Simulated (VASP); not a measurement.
BeSe5, 6 atoms in the cell. The structure is cubic, space group F-43m (No. 216). Conventional cell: a = 8.026 Å, b = 8.026 Å, c = 8.026 Å, α = 90.00°, β = 90.00°, γ = 90.00°. Within 4.4 Å of Be (site symmetry -43m) lie 16 Se at 3.33 to 3.48 Å. Within 4.4 Å of Se (site symmetry -43m) lie 12 Se at 3.33 Å and 4 Be at 3.48 Å. Within 3.7 Å of Se (site symmetry 3m) lie 9 Se at 2.83 to 3.33 Å and 3 Be at 3.33 Å. 

| Item | Value |
| --- | --- |
| Program | VASP 6.6.1 |
| Task | relaxation of cell and atoms |
| Functional | PBE |
| Potentials or basis | VASP PAW PBE potentials, release 64 (Be, Se) |
| Cutoff | 600 eV |
| k mesh | 8 × 8 × 8 |
| Occupations | gaussian, width 0.1 eV |
| Spin | no spin polarisation |
| Dipole correction | no |
| Further INCAR settings | ALGO = Normal; EDIFF = 1e-06; IBRION = 2; EDIFFG = -0.01; NSW = 100; ISIF = 3 |

Potentials or basis: VASP PAW PBE potentials, release 64 (Be, Se).

Command:

```bash
$ cat potpaw_PBE.64/Be/POTCAR potpaw_PBE.64/Se/POTCAR > POTCAR
$ mpirun -np 1 vasp_std > vasp.out
```

Hardware: 1 thread of AMD EPYC 9R45 96-Core Processor (Zen 5), with other jobs on the host.

**Question.** Estimate the wall time of this run.

**Answer.** Wall time 3.4 min on 1 thread of AMD EPYC 9R45 96-Core Processor (Zen 5), with other jobs on the host, peak memory 0.35 GiB. Counts: scf iterations 39, k points 29, ion steps 6.
